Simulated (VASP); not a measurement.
## HfO2: electric field gradients with PBE

HfO2:

```
CELL_PARAMETERS angstrom
-0.05115 2.53193 2.53193
2.53193 -0.05115 2.53193
2.53193 2.53193 -0.05115
ATOMIC_POSITIONS crystal
Hf 0.00000 0.00000 0.00000
O 0.25000 0.25000 0.25000
O 0.75000 0.75000 0.75000
```

This cell differs from its parent crystal: equal xy, yz and zx shear strains of -2 %.

| Property | Result |
| --- | --- |
| Program | VASP 6.6.1 |
| Task | electric field gradients |
| Functional | PBE |
| Potentials or basis | VASP PAW PBE potentials, release 64 (Hf_pv, O) |
| Cutoff | 520 eV |
| k mesh | 9 × 9 × 9 |
| Occupations | fermi-dirac, width 0.01 eV |
| Spin | no spin polarisation |
| Dipole correction | no |
| Further INCAR settings | ALGO = Normal; EDIFF = 1e-08; NBANDS = 18 |

- Pressure: -5.7 GPa
- Largest force: 0.225 eV/Å
- Band gap on the k mesh: 3.84 eV, indirect (least direct gap 3.95 eV)

Forces in eV/Å, atoms in the order of the input:
```
Hf   0.000  0.000  0.000
O    0.130  0.130  0.130
O   -0.130 -0.130 -0.130
```

Stress tensor (GPa, compression positive):
```
-5.66  1.75  1.75
 1.75 -5.66  1.75
 1.75  1.75 -5.66
```

Levels at points of the mesh, in eV from the valence-band top:
```
           k point  band 9  band 10  band 11  band 12  band 13  band 14
(0.00, 0.00, 0.00)   -0.57    -0.53    -0.53     3.87     3.87     5.67
```

Electric field gradients, principal values (V/Å²):
| atom | least | middle | greatest (by size) |
| --- | --- | --- | --- |
| 1 Hf | 37.490 | 37.490 | -74.980 |
| 2 O | 1.621 | 1.621 | -3.243 |
| 3 O | 1.621 | 1.621 | -3.243 |

It took 47 s on 1 thread of Intel(R) Xeon(R) Platinum 8375C CPU @ 2.90GHz (Ice Lake) (shared host), peak memory 0.19 GiB.

Caveat: the cell differs from its parent crystal (equal xy, yz and zx shear strains of -2 %); without QUAD_EFG the Cq values of the log hold for a quadrupole moment of 1 mb, not for the nuclei; spin-orbit coupling is left out, which moves the levels of the heavy elements. A k mesh can miss the band edges.
